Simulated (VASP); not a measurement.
# AlN (P6_3mc) in VASP: a series of runs, part 2 of 2

VASP 6.6.1. The steps go on from the part before.

## 4. Relaxation of the atoms, LDA

This run uses another cell than the first one, of 9.41 Å³/atom.

File INCAR:

```
ALGO     = Normal         # electronic algorithm
EDIFF    = 1E-7           # SCF threshold, eV
EDIFFG   = -0.01          # ionic threshold
ENCUT    = 520            # plane-wave cutoff, eV
GGA      = CA             # functional
IBRION   = 2              # ionic algorithm
ISIF     = 2              # what is computed and relaxed
ISMEAR   = 0              # smearing method
LASPH    = T              # aspherical terms in the spheres
LCHARG   = F              # write CHGCAR
LREAL    = F              # projectors in reciprocal space
LWAVE    = F              # write WAVECAR
NELM     = 60             # most SCF steps
NSW      = 50             # ionic steps
PREC     = Accurate       # precision mode
SIGMA    = 0.05           # smearing width, eV
```

File KPOINTS:

```
k-points
0
Gamma
  9 9 6
```

File POSCAR:

```
AlN
1.0
    3.0268000000      0.0000000000      0.0000000000
   -1.5134000000      2.6212856922      0.0000000000
    0.0000000000      0.0000000000      4.7458000000
Al N
2 2
Direct
    0.3333333333      0.6666666667      0.0015210172
    0.6666666667      0.3333333333      0.5015210172
    0.3333333333      0.6666666667      0.3834789828
    0.6666666667      0.3333333333      0.8834789828
```

Potentials or basis: VASP PAW LDA potentials, release 64 (Al, N).

Command:

```sh
cat potpaw_LDA.64/Al/POTCAR potpaw_LDA.64/N/POTCAR > POTCAR
mpirun -np 1 vasp_std > vasp.out
```

OUTCAR:

```text
EDIFF = 1E-7
   EDIFFG = -0.01
   ENCUT = 520
   GGA = CA
   IBRION = 2
   ISIF = 2
   ISMEAR = 0
   LASPH = T
   LREAL = F
   NELM = 60
   NSW = 50
   PREC = Accurate

 ion  position               nearest neighbor table
   1  0.333  0.667  0.002-   3 1.81   4 1.84   4 1.84   4 1.84   2 2.95   2 2.95   2 2.95   2 2.95
                             2 2.95   2 2.95
   2  0.667  0.333  0.502-   4 1.81   3 1.84   3 1.84   3 1.84   1 2.95   1 2.95   1 2.95   1 2.95
                             1 2.95   1 2.95
   3  0.333  0.667  0.383-   1 1.81   2 1.84   2 1.84   2 1.84
   4  0.667  0.333  0.883-   2 1.81   1 1.84   1 1.84   1 1.84

  LATTYP: Found a hexagonal cell.
 ALAT       =     3.0268000000
 C/A-ratio  =     1.5679265231

  Lattice vectors:

 A1 = (   3.0268000000,   0.0000000000,   0.0000000000)
 A2 = (  -1.5134000000,   2.6212856922,   0.0000000000)
 A3 = (   0.0000000000,   0.0000000000,   4.7458000000)

Analysis of symmetry for initial positions (statically):
=====================================================================
 Subroutine PRICEL returns:
 Original cell was already a primitive cell.

 Routine SETGRP: Setting up the symmetry group for a
 hexagonal supercell.

 Subroutine GETGRP returns: Found 12 space group operations
 (whereof  6 operations were pure point group operations)
 out of a pool of 24 trial point group operations.

The static configuration has the point symmetry C_3v.
[... 247 lines left out ...]
 Free energy of the ion-electron system (eV)
  ---------------------------------------------------
  ext. energy  EPLUGINS =         0.00000000
  ---------------------------------------------------
  free energy    TOTEN  =       -32.63453759 eV

  energy without entropy =      -32.63453759  energy(sigma->0) =      -32.63453759

 E-fermi :   7.3458     XC(G=0): -11.7042

 val. band max:        7.1084305124   @ k =   0.0000   0.0000   0.0000
 cond. band min:      12.0033532933   @ k =   0.3333   0.3333   0.0000
 fundamental gap:      4.8949227809
 Fermi energy:         7.3457561378

 k-point     1 :       0.0000    0.0000    0.0000
  band No.  band energies     occupation
      1      -8.7503      2.00000
      2      -6.0825      2.00000
      3       0.4859      2.00000
      4       5.8910      2.00000
      5       5.8910      2.00000
      6       6.6336      2.00000
      7       6.6336      2.00000
      8       7.1084      2.00000
      9      12.1275      0.00000
     10      14.2211      0.00000
     11      18.4200      0.00000
     12      18.4438      0.00000
[... 331 lines left out ...]
 k-point    24 :       0.3333    0.3333    0.1667
  band No.  band energies     occupation
      1      -5.7781      2.00000
      2      -5.7781      2.00000
      3       1.6720      2.00000
      4       2.4990      2.00000
      5       2.4990      2.00000
      6       3.9968      2.00000
      7       5.0005      2.00000
      8       5.0005      2.00000
      9      12.4727      0.00000
     10      15.5159      0.00000
     11      16.6141      0.00000
     12      16.6141      0.00000

 [... further k-points ...]

------------------------ aborting loop because EDIFF is reached ----------------------------------------

  FORCE on cell =-STRESS in cart. coord.  units (eV):
  Direction    XX          YY          ZZ          XY          YZ          ZX
  --------------------------------------------------------------------------------------
  -------------------------------------------------------------------------------------
  Total        4.6029875      4.6029875      5.3069342      0.0000000      0.0000000      0.0000000
  in kB      195.8586998    195.8586998    225.8118705      0.0000000      0.0000000      0.0000000
  external PRESSURE =     205.8430901 kB  Pullay stress =       0.0000000 kB
[... 19 lines left out ...]
  FREE ENERGIE OF THE ION-ELECTRON SYSTEM (eV)
  ---------------------------------------------------
  free  energy   TOTEN  =       -32.6345375873 eV

  energy  without entropy=      -32.6345375873  energy(sigma->0) =      -32.63453759

 reached required accuracy - stopping structural energy minimisation
```

OSZICAR:

```text
N       E                     dE             d eps       ncg     rms          rms(c)
DAV:   1     0.455984922885E+02    0.45598E+02   -0.77451E+03  1152   0.120E+03
DAV:   2    -0.348697346405E+02   -0.80468E+02   -0.73798E+02  1668   0.216E+02
DAV:   3    -0.381533624243E+02   -0.32836E+01   -0.32691E+01  1524   0.474E+01
[... 26 lines left out ...]
DAV:   4    -0.326345392109E+02    0.83433E-06   -0.23113E-04  1336   0.125E-01    0.148E-02
DAV:   5    -0.326345381854E+02    0.10254E-05   -0.69495E-06  1224   0.252E-02    0.972E-03
DAV:   6    -0.326345377273E+02    0.45810E-06   -0.94739E-07  1308   0.848E-03    0.214E-03
DAV:   7    -0.326345375867E+02    0.14064E-06   -0.45651E-07  1200   0.746E-03    0.731E-04
DAV:   8    -0.326345375873E+02   -0.63426E-09   -0.83406E-08   588   0.266E-03
   3 F= -.32634538E+02 E0= -.32634538E+02  d E =-.113762E-01
```

It took 50 s on 1 thread of Intel Xeon 8259CL, shared host; peak memory 0.14 GiB.

What came out:

```
Free energy               : -32.6345 eV
Energy gained by relaxing : 2.8 meV/atom
Ionic steps               : 3
Pressure after relaxing   : 20.6 GPa
Band gap on the k mesh    : 4.89 eV (least direct gap 5.02 eV)
```

Step by step:
```
step  energy change (eV)  largest force (eV/Å)  pressure (GPa)
   1              0.0000                0.4493           20.92
   2             -0.0067                0.2629           20.47
   3             -0.0114                0.0000           20.58
```

Final structure:
```cif
data_structure
_symmetry_space_group_name_H-M 'P 1'
_symmetry_Int_Tables_number 1
_cell_length_a 3.0268
_cell_length_b 3.0268
_cell_length_c 4.7458
_cell_angle_alpha 90.000
_cell_angle_beta 90.000
_cell_angle_gamma 120.000
_cell_volume 37.65
loop_
_atom_site_label
_atom_site_type_symbol
_atom_site_fract_x
_atom_site_fract_y
_atom_site_fract_z
_atom_site_occupancy
Al1 Al 0.33333 0.66667 0.99878 1
Al2 Al 0.66667 0.33333 0.49878 1
N1 N 0.33333 0.66667 0.38622 1
N2 N 0.66667 0.33333 0.88622 1
```

Caveat: an odd mesh through Γ misses points on the zone boundary, where band edges can lie. As with any semilocal functional, this LDA gap is likely too small.

## 5. The runs side by side

| cell | gap on the mesh (eV) | pressure (GPa) |
| --- | --- | --- |
| atoms relaxed from a = 3.058, b = 3.058, c = 4.548 Å, angles 90.0, 90.0, 120.0°, 4 atoms | 4.78 | 25.0 |
| atoms relaxed from a = 3.150, b = 3.150, c = 4.350 Å, angles 90.0, 90.0, 120.0°, 4 atoms | 4.06 | 14.6 |
| atoms relaxed from a = 3.027, b = 3.027, c = 4.746 Å, angles 90.0, 90.0, 120.0°, 4 atoms | 4.89 | 20.6 |

Alike in all rows: task relaxation of the atoms; level LDA; potentials or basis VASP PAW LDA potentials, release 64 (Al, N); no spin polarisation; k mesh 9 × 9 × 6; cutoff (eV) 520; smearing gaussian 0.05 eV.

Caveats: an odd mesh through Γ misses points on the zone boundary, where band edges can lie.

Total energies depend on the potentials used, so only differences within one code and one set of settings carry meaning.
